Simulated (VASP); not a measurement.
# YF6 (P4/mmm) in VASP: single point with PBE

Aim: the single point of YF6 with PBE.

Program: VASP 6.6.1. These are calculated values, not measurements. Logs are shortened: lines on timing, memory, paths and dates and some standing lists are left out, and cuts for length are marked.

## (1) The cell of the first run

The structure is tetragonal, space group P4/mmm (No. 123). The conventional cell has a = 6.059 Å, b = 6.059 Å, c = 4.285 Å, α = 90.00°, β = 90.00°, γ = 90.00°. Within 2.8 Å of Y (site symmetry 4/mmm) lie 6 F at 2.14 Å. Within 2.8 Å of F (site symmetry 4/mmm) lie 2 Y at 2.14 Å. F (site symmetry 4/mmm) has 8 F at 3.03 Å within 4.0 Å. Within 2.8 Å of F (site symmetry m2m) lie 1 Y at 2.14 Å.

## (2) Single point, PBE, collinear spin (atoms taken out)

File INCAR:

```
PREC = Accurate
ENCUT = 800
EDIFF = 1E-6
ISMEAR = 0
SIGMA = 0.1
LREAL = F
LASPH = T
NELM = 300
ALGO = All
ISIF = 2
LWAVE = F
LCHARG = F
ISPIN = 2
MAGMOM = 0 1 1 1 1 1 1
LORBIT = 11
LMAXMIX = 4
GGA = PE
NBANDS = 40
GGA_COMPAT = F
ISEARCH = 1
KPAR = 4
```

File KPOINTS:

```
Automatic mesh
0
Gamma
  4 4 4
```

File POSCAR:

```
YF6
1.0
    6.0593913400      0.0000000000      0.0000000000
    0.0000000000      6.0593913400      0.0000000000
    0.0000000000      0.0000000000      4.2846367000
Y F
1 6
Direct
    0.0000000000      0.0000000000      0.0000000000
    0.0000000000      0.0000000000      0.5000000000
    0.5000000000      0.5000000000      0.5000000000
    0.2500000000      0.2500000000      0.0000000000
    0.7500000000      0.7500000000      0.0000000000
    0.2500000000      0.7500000000      0.0000000000
    0.7500000000      0.2500000000      0.0000000000
```

Potentials or basis: VASP PAW PBE potentials, release 64 (Y_sv, F).

The run is started by

```bash
> cat potpaw_PBE.64/Y_sv/POTCAR potpaw_PBE.64/F/POTCAR > POTCAR
> mpirun -np 4 vasp_std > vasp.out
```

OUTCAR:

```text
PREC = Accurate
   ENCUT = 800
   EDIFF = 1E-6
   ISMEAR = 0
   LREAL = F
   LASPH = T
   NELM = 300
   ISIF = 2
   ISPIN = 2
   LORBIT = 11
   GGA = PE

 ion  position               nearest neighbor table
   1  0.000  0.000  0.000-   2 2.14   2 2.14   5 2.14   6 2.14   7 2.14   4 2.14
   2  0.000  0.000  0.500-   1 2.14   1 2.14
   3  0.500  0.500  0.500-
   4  0.250  0.250  0.000-   1 2.14
   5  0.750  0.750  0.000-   1 2.14
   6  0.250  0.750  0.000-   1 2.14
   7  0.750  0.250  0.000-   1 2.14

  LATTYP: Found a simple tetragonal cell.
 ALAT       =     6.0593913400
 C/A-ratio  =     0.7071067801

  Lattice vectors:

 A1 = (   6.0593913400,   0.0000000000,   0.0000000000)
 A2 = (   0.0000000000,   6.0593913400,   0.0000000000)
 A3 = (   0.0000000000,   0.0000000000,   4.2846367000)

Analysis of symmetry for initial positions (statically):
=====================================================================
 Subroutine PRICEL returns:
 Original cell was already a primitive cell.

 Routine SETGRP: Setting up the symmetry group for a
 simple tetragonal supercell.

 Subroutine GETGRP returns: Found 16 space group operations
 (whereof 16 operations were pure point group operations)
 out of a pool of 16 trial point group operations.

The static configuration has the point symmetry D_4h.

Analysis of symmetry for dynamics (positions and initial velocities):
=====================================================================
 Subroutine PRICEL returns:
 Original cell was already a primitive cell.

 Routine SETGRP: Setting up the symmetry group for a
 simple tetragonal supercell.

 Subroutine GETGRP returns: Found 16 space group operations
 (whereof 16 operations were pure point group operations)
 out of a pool of 16 trial point group operations.

The dynamic configuration has the point symmetry D_4h.

Analysis of structural, dynamic, and magnetic symmetry:
=====================================================================
 Subroutine PRICEL returns:
 Original cell was already a primitive cell.

 Routine SETGRP: Setting up the symmetry group for a
 simple tetragonal supercell.

 Subroutine GETGRP returns: Found 16 space group operations
 (whereof 16 operations were pure point group operations)
[... 141 lines left out ...]
 NGX is ok and might be reduce to    56
   NGX = 27   NGY = 27   NGZ = 19

 number of electron      53.0000021 magnetization       3.0000003

 Free energy of the ion-electron system (eV)
  ---------------------------------------------------
  ext. energy  EPLUGINS =         0.00000000
  ---------------------------------------------------
  free energy    TOTEN  =       -30.13352928 eV

  energy without entropy =      -30.07000475  energy(sigma->0) =      -30.10176701

 E-fermi :  -5.9424     XC(G=0):  -6.8130

 val. band max:       -5.9445059781   @ k =   0.5000   0.0000   0.5000
 cond. band min:      -5.9092055202   @ k =   0.2500   0.0000   0.5000
 fundamental gap:      0.0353004578
 Fermi energy:        -5.9424100953

 spin component 1

 k-point     1 :       0.0000    0.0000    0.0000
  band No.  band energies     occupation
      1     -43.9032      1.00000
      2     -26.8711      1.00000
      3     -26.6690      1.00000
      4     -26.6690      1.00000
      5     -25.9408      1.00000
      6     -25.8790      1.00000
[... 727 lines left out ...]
     37       6.5570      0.00000
     38       6.8706      0.00000
 Fermi energy:        -5.9424100953

 spin component 2

 k-point     1 :       0.0000    0.0000    0.0000
  band No.  band energies     occupation
      1     -43.9078      1.00000
      2     -26.0991      1.00000
      3     -26.0991      1.00000
      4     -25.7702      1.00000
      5     -25.1604      1.00000
      6     -25.0599      1.00000
[... 727 lines left out ...]
     37       6.8115      0.00000
     38       6.9980      0.00000
 [bands above 38 left out]

------------------------ aborting loop because EDIFF is reached ----------------------------------------

  FORCE on cell =-STRESS in cart. coord.  units (eV):
  Direction    XX          YY          ZZ          XY          YZ          ZX
  --------------------------------------------------------------------------------------
  -------------------------------------------------------------------------------------
  Total        1.1078541      1.1078541      2.0737726      0.0000000      0.0000000      0.0000000
  in kB       11.2829110     11.2829110     21.1202816      0.0000000      0.0000000      0.0000000
  external PRESSURE =      14.5620345 kB  Pullay stress =       0.0000000 kB

 VOLUME and BASIS-vectors are now :
 -----------------------------------------------------------------------------
  energy-cutoff  :      800.00
  volume of cell :      157.32
      direct lattice vectors                 reciprocal lattice vectors
     6.059391340  0.000000000  0.000000000     0.165033077  0.000000000  0.000000000
     0.000000000  6.059391340  0.000000000     0.000000000  0.165033077  0.000000000
     0.000000000  0.000000000  4.284636700     0.000000000  0.000000000  0.233392017

 POSITION                                       TOTAL-FORCE (eV/Angst)
 -----------------------------------------------------------------------------------
      0.00000      0.00000      0.00000         0.000000      0.000000     -0.000000
      0.00000      0.00000      2.14232         0.000000      0.000000     -0.000000
      3.02970      3.02970      2.14232         0.000000      0.000000     -0.000000
      1.51485      1.51485      0.00000         0.450797      0.450797     -0.000000
      4.54454      4.54454      0.00000        -0.450797     -0.450797      0.000000
      1.51485      4.54454      0.00000         0.450797     -0.450797     -0.000000
      4.54454      1.51485      0.00000        -0.450797      0.450797      0.000000
 -----------------------------------------------------------------------------------
    total drift:                                0.000000     -0.000000     -0.000000

  FREE ENERGIE OF THE ION-ELECTRON SYSTEM (eV)
  ---------------------------------------------------
  free  energy   TOTEN  =       -30.1335292761 eV

  energy  without entropy=      -30.0699938417  energy(sigma->0) =      -30.10176156

 total charge

# of ion       s       p       d       f       tot
--------------------------------------------------
    1        2.175   6.523   1.008   0.203   9.909
    2        1.735   4.382   0.000   0.000   6.117
    3        1.758   3.967   0.000   0.000   5.725
    4        1.746   4.198   0.000   0.000   5.944
    5        1.746   4.198   0.000   0.000   5.944
    6        1.746   4.198   0.000   0.000   5.944
    7        1.746   4.198   0.000   0.000   5.944
--------------------------------------------------
tot         12.653  31.663   1.008   0.203  45.527

 magnetization (x)

# of ion       s       p       d       f       tot
--------------------------------------------------
    1       -0.005   0.016  -0.033   0.009  -0.012
    2        0.000   0.060   0.000   0.000   0.060
    3        0.004   0.902   0.000   0.000   0.907
    4        0.002   0.421   0.000   0.000   0.423
    5        0.002   0.421   0.000   0.000   0.423
    6        0.002   0.421   0.000   0.000   0.423
    7        0.002   0.421   0.000   0.000   0.423
--------------------------------------------------
tot          0.010   2.661  -0.033   0.009   2.647
```

stdout:

```text
POSCAR found type information on POSCAR Y F
 POSCAR found :  2 types and       7 ions
 scaLAPACK will be used
 LDA part: xc-table for (Slater+PW92), standard interpolation
 POSCAR, INCAR and KPOINTS ok, starting setup
[... 92 lines left out ...]
 gam= 0.212 g(H,U,f)=  0.164E-04 0.731E-05 0.506E-06 ort(H,U,f) = 0.854E-06 0.318E-05-0.300E-05
 gam= 0.212 trial= 0.352  step=  0.5756 mean=  0.3518
 gam= 1.436 g(H,U,f)=  0.784E-05 0.175E-04 0.945E-05 ort(H,U,f) = 0.266E-05-0.286E-05 0.475E-06
 gam= 1.436 trial= 0.374  step=  0.1811 mean=  0.3742
 gam= 0.290 g(H,U,f)=  0.616E-05 0.350E-05 0.399E-06 ort(H,U,f) = 0.118E-05 0.408E-06-0.162E-05
 gam= 0.290 trial= 0.355  step=  0.5586 mean=  0.3549
 gam= 1.130 g(H,U,f)=  0.363E-05 0.556E-05 0.218E-05 ort(H,U,f) = 0.749E-06-0.182E-05 0.616E-06
 gam= 1.130 trial= 0.375  step=  0.1865 mean=  0.3
```

It took 4.9 min on 4 MPI ranks of AMD EPYC 7R13 (Zen 3), shared host; peak memory 0.96 GiB.

Results:

| Property | Result |
| --- | --- |
| Free energy | -30.1335 eV |
| Pressure | 1.5 GPa |
| Largest force | 0.638 eV/Å |
| Band gap on the k mesh | zero (filled and empty bands overlap) |
| Net moment | 3.00 μB per cell |
| Site moments | Y -0.01; F +0.06, +0.91, +0.42 (each value once) μB |
| Valence electrons inside the program's atomic spheres | Y 9.91; F 6.12, 5.72, 5.94 (each value once) |

Forces in eV/Å, atoms in the order of the input:
```
Y    0.000  0.000  0.000
F    0.000  0.000  0.000
F    0.000  0.000  0.000
F    0.451  0.451  0.000
F   -0.451 -0.451  0.000
F    0.451 -0.451  0.000
F   -0.451  0.451  0.000
```

Stress tensor (GPa, compression positive):
```
1.13 0.00 0.00
0.00 1.13 0.00
0.00 0.00 2.11
```

Caveat: the k points lie up to 0.37 Å⁻¹ apart; the cell differs from its parent crystal (atoms taken out).

The gap in the log of VASP goes by the Fermi energy; the results here count the filled bands.